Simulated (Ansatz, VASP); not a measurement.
## Zn3O4 in VASP and in Ansatz

File INCAR:

```
SYSTEM = Zn3O4
  PREC = Accurate
  ENCUT = 600
  EDIFF = 1E-6
  ISMEAR = 0
  SIGMA = 0.1
  LREAL = .FALSE.
  LASPH = .TRUE.
  NELM = 150
  ALGO = Normal
  ISIF = 3
  LWAVE = .FALSE.
  LCHARG = .FALSE.
  ISPIN = 2
  MAGMOM = 0 0 0 1 1 1 1
  LORBIT = 11
  GGA = PE
  IBRION = 2
  NSW = 90
  EDIFFG = -0.04
```

Contents of KPOINTS:

```
regular mesh
0
G
  6 6 4
  0 0 0
```

Contents of POSCAR:

```
Zn3O4
1.0
    4.8298117500      0.0000000000      0.0000000000
   -2.4149058800      4.1827396700      0.0000000000
    0.0000000000      0.0000000000      4.7945086500
Zn O
3 4
Direct
    0.0000000000      0.5000000000      0.0000000000
    0.5000000000      0.0000000000      0.0000000000
    0.5000000000      0.5000000000      0.0000000000
    0.0000000000      0.0000000000      0.2603348200
    0.0000000000      0.0000000000      0.7396651800
    0.3333333300      0.6666666700      0.5000000000
    0.6666666700      0.3333333300      0.5000000000
```

Input for Ansatz:

```yaml
crystal:
  lattice:
    - [4.82981175, 0.0, 0.0]
    - [-2.41490588, 4.18273967, 0.0]
    - [0.0, 0.0, 4.79450865]
  atoms:
    - { symbol: Zn, position: [0.0, 0.5, 0.0] }
    - { symbol: Zn, position: [0.5, 0.0, 0.0] }
    - { symbol: Zn, position: [0.5, 0.5, 0.0] }
    - { symbol: O, position: [0.0, 0.0, 0.26033482], spin: 1.0 }
    - { symbol: O, position: [0.0, 0.0, 0.73966518], spin: 1.0 }
    - { symbol: O, position: [0.33333333, 0.66666667, 0.5], spin: 1.0 }
    - { symbol: O, position: [0.66666667, 0.33333333, 0.5], spin: 1.0 }
basis:
  ecutwfc: 420
kpoints:
  mp_grid: { grid: [6, 6, 4] }
hamiltonian:
  xc: pbe
scf:
  occupations: { method: gaussian, width: 0.1 }
  lower_state_search: "off"
output:
  forces: true
  stress: true
  eigenvalues: true
  populations: true
magnetization:
  spin_polarized: true
relax:
  adjacent_minimum: "off"
  f_tol: 0.04
  max_steps: 70
  cell: { stress_tol: 0.4 }
```

Change from the starting cell: species swapped into the Zr4Al3 type (P6/mmm, No. 191).

Alike in both runs: task relaxation of cell and atoms; functional PBE; k mesh 6 × 6 × 4; occupations gaussian, width 0.1 eV; collinear spin.

|  | VASP | Ansatz |
| --- | --- | --- |
| version | VASP 6.6.1 | Ansatz 0.2.0 |
| potentials or method | VASP PAW PBE potentials, release 64 (Zn, O), cutoff 600 eV | scalar-relativistic, plane waves, PAW |
| valence electrons in the cell | 60 | 60 |

|  | VASP | Ansatz | Ansatz less VASP |
| --- | --- | --- | --- |
| gap on the k mesh at the Fermi level, each at its own relaxed structure (eV) | none | none | - |
| net moment per atom (μB) | 0.00 | 0.00 | 0.000 |
| relaxed volume (Å³/atom) | 11.77 | 11.76 | -0.014 |
| relaxed length of the cell vector where the two differ most in proportion (Å) | 3.222 | 3.215 | -0.0071 |

A gap of «none» marks a metal or a gap that the smearing closes. Ansatz's warnings: filled band counts differ across k points, seeded moment not kept.
